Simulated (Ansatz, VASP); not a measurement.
**One calculation of ZrC, two programs**

Contents of INCAR:

```
SYSTEM = ZrC
  PREC = Accurate
  ENCUT = 520
  EDIFF = 1E-7
  ISMEAR = 0
  SIGMA = 0.15
  LREAL = .False.
  LASPH = .True.
  NELM = 100
  ALGO = Normal
  ISIF = 2
  LWAVE = .False.
  LCHARG = .False.
  GGA = PE
  NBANDS = 15
```

KPOINTS

```
regular mesh
0
Gamma
  20 20 20
  0 0 0
```

File POSCAR:

```
ZrC
1.0
    0.0000000000      2.5531429738      1.9914515196
    2.5531429738      0.0000000000      1.9914515196
    2.5531429738      2.5531429738      0.0000000000
Zr C
1 1
Direct
    0.5000000000      0.5000000000      0.5000000000
    0.0000000000      0.0000000000      0.0000000000
```

Input for Ansatz:

```yaml
crystal:
  lattice:
    - [0.0, 2.5531429738, 1.9914515196]
    - [2.5531429738, 0.0, 1.9914515196]
    - [2.5531429738, 2.5531429738, 0.0]
  atoms:
    - { symbol: Zr, position: [0.5, 0.5, 0.5] }
    - { symbol: C, position: [0.0, 0.0, 0.0] }
basis:
  ecutwfc: 420
kpoints:
  mp_grid: { grid: [20, 20, 20] }
hamiltonian:
  xc: pbe
scf:
  occupations: { method: gaussian, width: 0.15 }
output:
  forces: true
  stress: true
  eigenvalues: true
```

Alike in both runs: task single point; functional PBE; k mesh 20 × 20 × 20; occupations gaussian, width 0.15 eV; no spin polarisation.

|  | VASP | Ansatz |
| --- | --- | --- |
| version | VASP 6.6.1 | Ansatz 0.2.0 |
| potentials or method | VASP PAW PBE potentials, release 64 (Zr_sv, C), cutoff 520 eV | scalar-relativistic, plane waves, PAW |
| valence electrons in the cell | 16 | 16 |

VASP gave:

```
gap on the k mesh at the Fermi level (eV)                     : none
pressure (GPa)                                                : 26.8
traceless stress, the component that is largest in VASP (GPa) : 87.77
```

What did Ansatz give for the same quantities?

gap on the k mesh at the Fermi level (eV): none; pressure (GPa): 26.6; traceless stress, the component that is largest in VASP (GPa): 87.48.

A gap of «none» marks a metal or a gap that the smearing closes.
